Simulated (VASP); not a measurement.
Crystal: Sr2Ti.

```
Sr Ti
1.0
     3.81405    0.00000    0.00000
    -1.90703    3.30307    0.00000
     0.00000    0.00000    6.44777
Sr Ti
2 1
Direct
  0.33330 0.66670 0.25000
  0.66670 0.33330 0.75000
  0.00000 0.00000 0.00000
```

| Quantity | Value |
| --- | --- |
| Program | VASP 6.6.1 |
| Task | relaxation of cell and atoms |
| Functional | LDA |
| Potentials or basis | VASP PAW LDA potentials, release 64 (Sr_sv, Ti_sv) |
| Cutoff | 600 eV |
| k mesh | 10 × 10 × 5 |
| Occupations | fermi-dirac, width 0.1 eV |
| Spin | no spin polarisation |

At the start: pressure 11.3 GPa; volume 27.08 Å³/atom.

**Question.** How do energy, volume and symmetry change on relaxing?

**Answer.** Over 13 steps the energy falls by 672.5 meV/atom and the volume is 32.22 Å³/atom (+19.0 %); space group P-3m1 (No. 164, to 0.05 Å).

The path:
| step | energy change (eV) | largest force (eV/Å) | pressure (GPa) | volume (Å³) |
| --- | --- | --- | --- | --- |
| 1 | 0.0000 | 2.3110 | 11.29 | 81.23 |
| 2 | -1.2636 | 0.7164 | 0.67 | 105.69 |
| 3 | -1.3223 | 0.3726 | -1.26 | 114.70 |
| 4 | -1.5326 | 0.3285 | -1.49 | 112.66 |
| 5 | -1.9697 | 0.0391 | -1.57 | 104.68 |
| 6 | -1.9834 | 0.0228 | -1.38 | 102.60 |
| 7 | -1.9828 | 0.0006 | -1.43 | 103.40 |
| 8 | -2.0106 | 0.1373 | 0.49 | 95.15 |
| 9 | -2.0132 | 0.1054 | 0.02 | 96.90 |
| 10 | -2.0154 | 0.0833 | 0.01 | 96.75 |
| 11 | -2.0168 | 0.0317 | 0.02 | 96.43 |
| 12 | -2.0169 | 0.0420 | 0.04 | 96.49 |
| 13 | -2.0176 | 0.0032 | -0.08 | 96.66 |

Final structure:
```yaml
crystal:
  lattice:
    - [3.59122, -0.00001, 0.00006]
    - [-1.79562, 3.11008, -0.00006]
    - [0.00005, -0.00003, 8.65407]
  atoms:
    - { symbol: Sr, position: [0.33331, 0.66669, 0.29407] }
    - { symbol: Sr, position: [0.66669, 0.33331, 0.70593] }
    - { symbol: Ti, position: [0.00000, 0.00000, 0.00000] }
```

Caveat: the volume moved by over 15 % at a fixed basis, so the end points are rough.
